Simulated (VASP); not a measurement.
**Sr3Cl: single point with PBE**

Sr3Cl:

```
CELL_PARAMETERS angstrom
4.94412 0.00000 0.00000
0.00000 4.94412 0.00000
0.00000 0.00000 4.94412
ATOMIC_POSITIONS crystal
Sr 0.00000 0.50000 0.50000
Sr 0.50000 0.00000 0.50000
Sr 0.50000 0.50000 0.00000
Cl 0.00000 0.00000 0.00000
```

- Program: VASP 6.6.1
- Task: single point
- Functional: PBE
- Potentials or basis: VASP PAW PBE potentials, release 64 (Sr_sv, Cl)
- Cutoff: 520 eV
- k mesh: 4 × 4 × 4
- Occupations: gaussian, width 0.1 eV
- Spin: no spin polarisation
- Dipole correction: no
- Further INCAR settings: ALGO = Normal; EDIFF = 1e-06; NBANDS = 26

```
Pressure               : 9.7 GPa
Band gap on the k mesh : zero (an odd number of electrons rules out a gap without spin polarisation)
```

Levels at points of the mesh, in eV from the Fermi level:
| k point | band 15 | band 16 | band 17 | band 18 | band 19 | band 20 | band 21 | band 22 |
| --- | --- | --- | --- | --- | --- | --- | --- | --- |
| (0.00, 0.00, 0.00) | -5.59 | -5.59 | -3.47 | -1.06 | -0.97 | -0.97 | -0.14 | -0.14 |
| (0.50, 0.00, 0.00) | -5.74 | -5.74 | -1.70 | -0.61 | 0.45 | 0.47 | 0.53 | 1.69 |
| (0.50, 0.50, 0.00) | -6.05 | -5.87 | -0.54 | 0.20 | 0.20 | 0.93 | 1.30 | 1.67 |
| (0.50, 0.50, 0.50) | -5.78 | -5.78 | -1.21 | -1.21 | -1.21 | 0.27 | 1.60 | 2.23 |

Wall time 18 s on 1 thread of Intel(R) Xeon(R) 6975P-C (Granite Rapids), on a shared host, peak memory 0.24 GiB.

Caveat: the cell stands under pressure; an odd number of electrons without spin polarisation forces a metal; a magnetic or distorted state may lie lower.
